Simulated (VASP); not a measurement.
# CdSe (F-43m) in VASP: further runs

The runs below take CdSe through relaxation of cell and atoms, with PBEsol.

All numbers are computed with VASP 6.6.1; they aren't measurements. Logs are shortened: lines on timing, memory, paths and dates and some standing lists are left out, and cuts for length are marked.

### Step 1. The cell of the first run

The structure is cubic, space group F-43m (No. 216). Conventional cell: a = 6.083 Å, b = 6.083 Å, c = 6.083 Å, α = 90.00°, β = 90.00°, γ = 90.00°. Within 3.5 Å of Cd (site symmetry -43m) lie 4 Se at 2.63 Å. Within 3.5 Å of Se (site symmetry -43m) lie 4 Cd at 2.63 Å.

### Step 2. Relaxation of cell and atoms, PBEsol, target pressure 2 GPa, at which the enthalpy is minimised

File INCAR:

```
SYSTEM = CdSe
ALGO = Normal
EDIFF = 1E-7
EDIFFG = -0.002
ENCUT = 600
GGA = PS
IBRION = 2
ISIF = 3
ISMEAR = 0
LASPH = .TRUE.
LCHARG = .FALSE.
LREAL = .FALSE.
LWAVE = .FALSE.
NELM = 60
NSW = 100
PREC = Accurate
PSTRESS = 20.0
SIGMA = 0.01
```

File KPOINTS:

```
k-points
0
G
  6 6 6
  0 0 0
```

File POSCAR:

```
CdSe
1.0
    0.0000000000      3.0413255900      3.0413255900
    3.0413255900      0.0000000000      3.0413255900
    3.0413255900      3.0413255900      0.0000000000
Cd Se
1 1
Direct
    0.0000000000      0.0000000000      0.0000000000
    0.7500000000      0.7500000000      0.7500000000
```

Potentials or basis: VASP PAW PBE potentials, release 64 (Cd, Se).

Run with:

```
> cat potpaw_PBE.64/Cd/POTCAR potpaw_PBE.64/Se/POTCAR > POTCAR
> mpirun -np 1 vasp_std > vasp.out
```

OUTCAR:

```text
SYSTEM = CdSe
   EDIFF = 1E-7
   EDIFFG = -0.002
   ENCUT = 600
   GGA = PS
   IBRION = 2
   ISIF = 3
   ISMEAR = 0
   LASPH = .TRUE.
   LREAL = .FALSE.
   NELM = 60
   NSW = 100
   PREC = Accurate
   PSTRESS = 20.0

 ion  position               nearest neighbor table
   1  0.000  0.000  0.000-   2 2.63   2 2.63   2 2.63   2 2.63
   2  0.750  0.750  0.750-   1 2.63   1 2.63   1 2.63   1 2.63

  LATTYP: Found a face centered cubic cell.
 ALAT       =     6.0826511800

  Lattice vectors:

 A1 = (   0.0000000000,   3.0413255900,   3.0413255900)
 A2 = (   3.0413255900,   0.0000000000,   3.0413255900)
 A3 = (   3.0413255900,   3.0413255900,   0.0000000000)

Analysis of symmetry for initial positions (statically):
=====================================================================
 Subroutine PRICEL returns:
 Original cell was already a primitive cell.

 Routine SETGRP: Setting up the symmetry group for a
 face centered cubic supercell.

 Subroutine GETGRP returns: Found 24 space group operations
 (whereof 24 operations were pure point group operations)
 out of a pool of 48 trial point group operations.

The static configuration has the point symmetry T_d .

Analysis of symmetry for dynamics (positions and initial velocities):
=====================================================================
 Subroutine PRICEL returns:
 Original cell was already a primitive cell.

 Routine SETGRP: Setting up the symmetry group for a
 face centered cubic supercell.

 Subroutine GETGRP returns: Found 24 space group operations
 (whereof 24 operations were pure point group operations)
 out of a pool of 48 trial point group operations.

The dynamic configuration has the point symmetry T_d .

 Subroutine INISYM returns: Found 24 space group operations
 (whereof 24 operations are pure point group operations),
 and found     1 'primitive' translations

----------------------------------------------------------------------------------------

                                     Primitive cell

  volume of cell :      56.2625

  direct lattice vectors                    reciprocal lattice vectors
     0.000000000  3.041325590  3.041325590    -0.164401997  0.164401997  0.164401997
     3.041325590  0.000000000  3.041325590     0.164401997 -0.164401997  0.164401997
     3.041325590  3.041325590  0.000000000     0.164401997  0.164401997 -0.164401997

  length of vectors
     4.301083897  4.301083897  4.301083897     0.284752611  0.284752611  0.284752611

  position of ions in fractional coordinates (direct lattice)
     0.000000000  0.000000000  0.000000000
     0.750000000  0.750000000  0.750000000

  ion indices of the primitive-cell ions
   primitive index   ion index
                 1           1
                 2           2

----------------------------------------------------------------------------------------

 KPOINTS: k-points

Automatic generation of k-mesh.
 Grid dimensions read from file:
 generate k-points for:    6    6    6

 Generating k-lattice:

  Cartesian coordinates                     Fractional coordinates (reciprocal lattice)
    -0.027400333  0.027400333  0.027400333     0.166666667  0.000000000  0.000000000
     0.027400333 -0.027400333  0.027400333     0.000000000  0.166666667  0.000000000
     0.027400333  0.027400333 -0.027400333     0.000000000  0.000000000  0.166666667

  Length of vectors
     0.047458769  0.047458769  0.047458769

  Shift w.r.t. Gamma in fractional coordinates (k-lattice)
     0.000000000  0.000000000  0.000000000

 Subroutine IBZKPT returns following result:
 ===========================================

 Found     16 irreducible k-points:

 Following reciprocal coordinates:
            Coordinates               Weight
  0.000000  0.000000  0.000000      1.000000
  0.166667  0.000000  0.000000      8.000000
  0.333333  0.000000  0.000000      8.000000
  0.500000  0.000000  0.000000      4.000000
  0.166667  0.166667  0.000000      6.000000
  0.333333  0.166667  0.000000     24.000000
[... 8 lines left out ...]
 -0.333333  0.333333  0.166667     24.000000
 -0.333333  0.500000  0.166667     12.000000
   k-points           NKPTS =     16   k-points in BZ     NKDIM =     16   number of bands    NBANDS=     13
   number of dos      NEDOS =    301   number of ions     NIONS =      2
   total plane-waves  NPLWV =  46656
   dimension x,y,z NGX =    36 NGY =   36 NGZ =   36
   dimension x,y,z NGXF=    72 NGYF=   72 NGZF=   72
   ions per type =               1   1
   NGX,Y,Z   is equivalent  to a cutoff of  13.91, 13.91, 13.91 a.u.
   NGXF,Y,Z  is equivalent  to a cutoff of  27.83, 27.83, 27.83 a.u.
 SYSTEM =  CdSe
   PREC   = accura    normal or accurate (medium, high low for compatibility)
   ISTART =      0    job   : 0-new  1-cont  2-samecut
   ICHARG =      2    charge: 1-file 2-atom 10-const
   ISPIN  =      1    spin polarized calculation?
   LNONCOLLINEAR =      F non collinear calculations
   LSORBIT =      F    spin-orbit coupling
   LASPH  =      T    aspherical Exc in radial PAW
   ENCUT  =  600.0 eV  44.10 Ry    6.64 a.u.   8.59  8.59  8.59*2*pi/ulx,y,z
   NELM   =     60;   NELMIN=  2; NELMDL= -5     # of ELM steps
   EDIFF  = 0.1E-06   stopping-criterion for ELM
   LREAL  =      F    real-space projection
   EDIFFG = -.2E-02   stopping-criterion for IOM
   NSW    =    100    number of steps for IOM
   IBRION =      2    ionic relax: 0-MD 1-quasi-New 2-CG
   NFREE  =      1    steps in history (QN), initial steepest desc. (CG)
   ISIF   =      3    stress and relaxation
   ISYM   =      2    0-nonsym 1-usesym 2-fastsym
   POTIM  = 0.5000    time-step for ionic-motion
   TEBEG  =    0.0;   TEEND  =   0.0 temperature during run
   PSTRESS=   20.0 pullay stress
   NELECT =      18.0000    total number of electrons
   NUPDOWN=      -1.0000    fix difference up-down
   EMIN   =  10.00;   EMAX   =-10.00  energy-range for DOS
   EFERMI =   0.00;   METHOD = LEGACY
   ISMEAR =     0;   SIGMA  =   0.01  broadening in eV -4-tet -1-fermi 0-gaus
   EFERMI_NEDOS =   21; number of points for ismear=-14 and -15
   IALGO  =     38    algorithm
   IMIX   =      4    mixing-type and parameters
     AMIX     =   0.40;   BMIX     =  1.00
     AMIX_MAG =   1.60;   BMIX_MAG =  1.00
  volume/ion in A,a.u.               =      28.13       189.84
  Fermi-wavevector in a.u.,A,eV,Ry     =   1.119677  2.115883 17.057305  1.253677
  Thomas-Fermi vector in A             =   2.256318
   LORBIT       =      0    0 simple, 1 ext, 2 COOP (PROOUT), +10 PAW based schemes
   GGA     = PS    functional components
   LHFCALC =     F    Hartree Fock is set to
   AEXX    =    0.0000 exact exchange contribution
   IVDW    =     0    specifies the selected vdW correction
   LEPSILON=     F    determine dielectric tensor
   LRPA    =     F    only Hartree local field effects (RPA)
 conjugate gradient relaxation of ions
 non-spin polarized calculation
 Gauss-broadening in eV      SIGMA  =   0.01
  energy-cutoff  :      600.00
  volume of cell :       56.26
 maximum number of plane-waves:      1895
 NGX is ok and might be reduce to    36
   NGX = 17   NGY = 17   NGZ = 17

--------------------------------------- Ionic step        1  -------------------------------------------

 number of electron      17.9999999 magnetization

 Free energy of the ion-electron system (eV)
  ---------------------------------------------------
  ext. energy  EPLUGINS =         0.00000000
  ---------------------------------------------------
  free energy    TOTEN  =        -6.17249531 eV

  energy without entropy =       -6.17249531  energy(sigma->0) =       -6.17249531

------------------------ aborting loop because EDIFF is reached ----------------------------------------

  FORCE on cell =-STRESS in cart. coord.  units (eV):
  Direction    XX          YY          ZZ          XY          YZ          ZX
  --------------------------------------------------------------------------------------
  -------------------------------------------------------------------------------------
  Total        0.0980474      0.0980474      0.0980474      0.0000000      0.0000000      0.0000000
  in kB        2.7920791      2.7920791      2.7920791      0.0000000      0.0000000      0.0000000
  external PRESSURE =     -17.2079209 kB  Pullay stress =      20.0000000 kB

 VOLUME and BASIS-vectors are now :
 -----------------------------------------------------------------------------
  energy-cutoff  :      600.00
  volume of cell :       56.26
      direct lattice vectors                 reciprocal lattice vectors
     0.000000000  3.041325590  3.041325590    -0.164401997  0.164401997  0.164401997
     3.041325590  0.000000000  3.041325590     0.164401997 -0.164401997  0.164401997
     3.041325590  3.041325590  0.000000000     0.164401997  0.164401997 -0.164401997
[... 46 lines left out ...]
  FREE ENERGIE OF THE ION-ELECTRON SYSTEM (eV)
  ---------------------------------------------------
  free  energy   TOTEN  =        -6.1493208165 eV

  energy  without entropy=       -6.1493208165  energy(sigma->0) =       -6.14932082

  enthalpy is  TOTEN    =        -5.4772615248 eV   P V=        0.6720592917

--------------------------------------- Ionic step        3  -------------------------------------------

 number of electron      18.0000003 magnetization

 Free energy of the ion-electron system (eV)
  ---------------------------------------------------
  ext. energy  EPLUGINS =         0.00000000
  ---------------------------------------------------
  free energy    TOTEN  =        -6.16091878 eV

  energy without entropy =       -6.16091878  energy(sigma->0) =       -6.16091878

 E-fermi :   1.1033     XC(G=0):  -9.2348

 val. band max:        1.0589083571   @ k =   0.0000   0.0000   0.0000
 cond. band min:       1.5982571373   @ k =   0.0000   0.0000   0.0000
 fundamental gap:      0.5393487803
 Fermi energy:         1.1033486238

 k-point     1 :       0.0000    0.0000    0.0000
  band No.  band energies     occupation
      1     -11.7392      2.00000
      2      -6.9683      2.00000
      3      -6.9683      2.00000
      4      -6.9683      2.00000
      5      -6.5536      2.00000
      6      -6.5536      2.00000
      7       1.0589      2.00000
      8       1.0589      2.00000
      9       1.0589      2.00000
     10       1.5983      0.00000
     11       6.9074      0.00000
     12       6.9074      0.00000
     13       6.9074      0.00000

 k-point     2 :       0.1667    0.0000    0.0000
  band No.  band energies     occupation
      1     -11.6388      2.00000
      2      -6.9365      2.00000
      3      -6.9365      2.00000
      4      -6.8790      2.00000
      5      -6.5548      2.00000
      6      -6.5548      2.00000
      7      -0.7289      2.00000
      8       0.8322      2.00000
      9       0.8322      2.00000
     10       2.9420      0.00000
     11       6.6809      0.00000
[... 246 lines left out ...]
 POSITION                                       TOTAL-FORCE (eV/Angst)
 -----------------------------------------------------------------------------------
      0.00000      0.00000      0.00000         0.000000      0.000000      0.000000
      4.51660      4.51660      4.51660        -0.000000     -0.000000     -0.000000
 -----------------------------------------------------------------------------------
    total drift:                                0.000000      0.000000      0.000000

  FREE ENERGIE OF THE ION-ELECTRON SYSTEM (eV)
  ---------------------------------------------------
  free  energy   TOTEN  =        -6.1609187812 eV

  energy  without entropy=       -6.1609187812  energy(sigma->0) =       -6.16091878

  enthalpy is  TOTEN    =        -5.4793494874 eV   P V=        0.6815692938

 reached required accuracy - stopping structural energy minimisation
```

Run time: 72 s. Hardware: 1 thread of Intel Xeon 8259CL, shared host; peak memory 0.22 GiB.

Results:

| Item | Value |
| --- | --- |
| Free energy | -6.1609 eV |
| Relaxed volume | 27.30 Å³/atom |
| Relaxed cell | a = 4.258 Å, b = 4.258 Å, c = 4.258 Å, α = 60.00°, β = 60.00°, γ = 60.00° |
| Space group after relaxing (to 0.05 Å) | F-43m (No. 216) |
| Energy change on relaxing (the enthalpy is what falls) | +5.8 meV/atom |
| Ionic steps | 3 |
| Pressure after relaxing | 2.0 GPa |
| Band gap on the k mesh | 0.54 eV, direct |

The path:
| step | energy change (eV) | largest force (eV/Å) | pressure (GPa) | volume (Å³) |
| --- | --- | --- | --- | --- |
| 1 | 0.0000 | 0.0000 | 0.28 | 56.26 |
| 2 | 0.0232 | 0.0000 | 2.90 | 53.84 |
| 3 | 0.0116 | 0.0000 | 2.00 | 54.60 |

Final structure:
```yaml
crystal:
  lattice:
    - [0.00000, 3.01107, 3.01107]
    - [3.01107, 0.00000, 3.01107]
    - [3.01107, 3.01107, 0.00000]
  atoms:
    - { symbol: Cd, position: [0.00000, 0.00000, 0.00000] }
    - { symbol: Se, position: [0.75000, 0.75000, 0.75000] }
```

Levels at points of the mesh, in eV from the valence-band top:
```
           k point  band 5  band 6  band 7  band 8  band 9  band 10  band 11  band 12  band 13
(0.00, 0.00, 0.00)   -7.61   -7.61    0.00    0.00    0.00     0.54     5.85     5.85     5.85
(0.50, 0.00, 0.00)   -7.59   -7.30   -4.63   -0.80   -0.80     2.32     6.36     6.36     7.36
(0.50, 0.50, 0.00)   -7.55   -7.23   -4.27   -1.99   -1.99     2.94     3.69     9.12    10.30
```

Caveat: the cell is relaxed towards a set pressure, so the enthalpy falls and the energy may rise; the PAW data sets were made with another functional, which shifts forces and pressure a little.

### Step 3. Relaxation of cell and atoms, PBEsol, target pressure 4 GPa, at which the enthalpy is minimised

File INCAR:

```
SYSTEM = CdSe
PREC = Accurate
ENCUT = 600
EDIFF = 1E-6
ISMEAR = 0
SIGMA = 0.01
LREAL = .FALSE.
LASPH = .TRUE.
NELM = 80
ALGO = Normal
ISIF = 3
LWAVE = .FALSE.
LCHARG = .FALSE.
GGA = PS
IBRION = 2
NSW = 100
EDIFFG = -0.002
PSTRESS = 40.0
```

File KPOINTS:

```
Automatic mesh
0
G
  6 6 6
  0 0 0
```

POSCAR is that of step 2.

Potentials or basis: VASP PAW PBE potentials, release 64 (Cd, Se).

Run with:

```
> cat potpaw_PBE.64/Cd/POTCAR potpaw_PBE.64/Se/POTCAR > POTCAR
> mpirun -np 1 vasp_std > vasp.out
```

OUTCAR:

```text
SYSTEM = CdSe
   PREC = Accurate
   ENCUT = 600
   EDIFF = 1E-6
   ISMEAR = 0
   LREAL = .FALSE.
   LASPH = .TRUE.
   NELM = 80
   ISIF = 3
   GGA = PS
   IBRION = 2
   NSW = 100
   EDIFFG = -0.002
   PSTRESS = 40.0

 ion  position               nearest neighbor table
   1  0.000  0.000  0.000-   2 2.63   2 2.63   2 2.63   2 2.63
   2  0.750  0.750  0.750-   1 2.63   1 2.63   1 2.63   1 2.63

  LATTYP: Found a face centered cubic cell.
 ALAT       =     6.0826511800

  Lattice vectors:

 A1 = (   0.0000000000,   3.0413255900,   3.0413255900)
 A2 = (   3.0413255900,   0.0000000000,   3.0413255900)
 A3 = (   3.0413255900,   3.0413255900,   0.0000000000)

Analysis of symmetry for initial positions (statically):
=====================================================================
[... 173 lines left out ...]
  Total        0.1002935      0.1002935      0.1002935      0.0000000     -0.0000000      0.0000000
  in kB        2.8560418      2.8560418      2.8560418      0.0000000     -0.0000000      0.0000000
  external PRESSURE =     -37.1439582 kB  Pullay stress =      40.0000000 kB
[... 63 lines left out ...]
--------------------------------------- Ionic step        3  -------------------------------------------

 number of electron      18.0000001 magnetization

 Free energy of the ion-electron system (eV)
  ---------------------------------------------------
  ext. energy  EPLUGINS =         0.00000000
  ---------------------------------------------------
  free energy    TOTEN  =        -6.13075335 eV

  energy without entropy =       -6.13075335  energy(sigma->0) =       -6.13075335

 E-fermi :   1.3774     XC(G=0):  -9.3752

 val. band max:        1.3157921079   @ k =   0.0000   0.0000   0.0000
 cond. band min:       1.9143558780   @ k =   0.0000   0.0000   0.0000
 fundamental gap:      0.5985637701
 Fermi energy:         1.3774357838

 k-point     1 :       0.0000    0.0000    0.0000
  band No.  band energies     occupation
      1     -11.6698      2.00000
      2      -6.8336      2.00000
      3      -6.8336      2.00000
      4      -6.8336      2.00000
      5      -6.3828      2.00000
      6      -6.3828      2.00000
      7       1.3158      2.00000
      8       1.3158      2.00000
      9       1.3158      2.00000
     10       1.9144      0.00000
     11       7.1573      0.00000
     12       7.1573      0.00000
     13       7.1573      0.00000
[... 271 lines left out ...]
  energy  without entropy=       -6.1307533482  energy(sigma->0) =       -6.13075335

  enthalpy is  TOTEN    =        -4.8082558281 eV   P V=        1.3224975201

 reached required accuracy - stopping structural energy minimisation
```

OSZICAR:

```text
N       E                     dE             d eps       ncg     rms          rms(c)
DAV:   1     0.114095087803E+03    0.11410E+03   -0.97599E+03   424   0.139E+03
DAV:   2    -0.154314240172E+01   -0.11564E+03   -0.11009E+03   481   0.304E+02
DAV:   3    -0.652678324548E+01   -0.49836E+01   -0.49709E+01   496   0.642E+01
[... 25 lines left out ...]
DAV:   4    -0.613092159044E+01    0.26800E-02   -0.43234E-03   446   0.612E-01    0.201E-01
DAV:   5    -0.613075473274E+01    0.16686E-03   -0.81776E-04   456   0.457E-01    0.458E-02
DAV:   6    -0.613075042278E+01    0.43100E-05   -0.12613E-04   456   0.150E-01    0.209E-02
DAV:   7    -0.613075332349E+01   -0.29007E-05   -0.39629E-06   471   0.162E-02    0.390E-03
DAV:   8    -0.613075334815E+01   -0.24663E-07   -0.72296E-07   213   0.134E-02
   3 F= -.48082558E+01 E0= -.48082558E+01  d E =-.404105E-01
```

CONTCAR:

```text
CdSe
   1.00000000000000
     0.0000000000000000    2.9808387771488549    2.9808387771488549
     2.9808387771488549   -0.0000000000000000    2.9808387771488549
     2.9808387771488549    2.9808387771488549    0.0000000000000000
  Cd              Se
     1     1
Direct
     0.0000000000000000    0.0000000000000000    0.0000000000000000
     0.7500000000000000    0.7500000000000000    0.7500000000000000

  0.00000000E+00  0.00000000E+00  0.00000000E+00
  0.00000000E+00  0.00000000E+00  0.00000000E+00
```

Run time: 68 s. Hardware: 1 thread of Intel Xeon 8259CL, shared host; peak memory 0.22 GiB.

What came out:

| Item | Value |
| --- | --- |
| Free energy | -6.1308 eV |
| Relaxed volume | 26.49 Å³/atom |
| Relaxed cell | a = 4.216 Å, b = 4.216 Å, c = 4.216 Å, α = 60.00°, β = 60.00°, γ = 60.00° |
| Space group after relaxing (to 0.05 Å) | F-43m (No. 216) |
| Energy change on relaxing (the enthalpy is what falls) | +20.9 meV/atom |
| Ionic steps | 3 |
| Pressure after relaxing | 4.0 GPa |
| Band gap on the k mesh | 0.60 eV, direct |

Step by step:
```
step  energy change (eV)  largest force (eV/Å)  pressure (GPa)  volume (Å³)
   1              0.0000                0.0000            0.29        56.26
   2              0.1032                0.0000            6.70        51.12
   3              0.0417                0.0000            4.00        52.97
```

Final structure:
```xyz
2
Lattice="0.0000 2.9808 2.9808 2.9808 0.0000 2.9808 2.9808 2.9808 0.0000" Properties=species:S:1:pos:R:3 pbc="T T T"
Cd    0.0000    0.0000    0.0000
Se    4.4713    4.4713    4.4713
```

Levels at points of the mesh, in eV from the valence-band top:
```csv
k point,band 5,band 6,band 7,band 8,band 9,band 10,band 11,band 12,band 13
"(0.00, 0.00, 0.00)",-7.70,-7.70,0.00,0.00,0.00,0.60,5.84,5.84,5.84
"(0.50, 0.00, 0.00)",-7.67,-7.36,-4.83,-0.85,-0.85,2.35,6.36,6.36,7.43
"(0.50, 0.50, 0.00)",-7.63,-7.29,-4.42,-2.10,-2.10,2.88,3.71,9.28,10.48
```

Caveat: the cell is relaxed towards a set pressure, so the enthalpy falls and the energy may rise; the PAW data sets were made with another functional, which shifts forces and pressure a little.
